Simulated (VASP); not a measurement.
The system is ZnS.

```
CELL_PARAMETERS angstrom
3.80548 0.00000 0.00000
-1.90274 3.29564 0.00000
0.00000 0.00000 6.24405
ATOMIC_POSITIONS crystal
Zn 0.33333 0.66667 0.00034
Zn 0.66667 0.33333 0.50034
S 0.33333 0.66667 0.37466
S 0.66667 0.33333 0.87466
```

Program: VASP 6.6.1. Alike in all runs: task single point; no spin polarisation; cell as given; k mesh 12 × 12 × 4; cutoff (eV) 520.

Question: Order these runs on this cell by their band gap on the k mesh, lowest first.
A. level LDA; potentials or basis VASP PAW LDA potentials, release 64 (Zn, S); smearing gaussian 0.01 eV
B. level r2SCAN; potentials or basis VASP PAW PBE potentials, release 64 (Zn, S); smearing gaussian 0.01 eV
C. level PBE; potentials or basis VASP PAW PBE potentials, release 64 (Zn, S); smearing fermi-dirac 0.02 eV

Answer: A (1.99 eV), C (2.22 eV), B (2.79 eV).

A k mesh can miss the band edges.
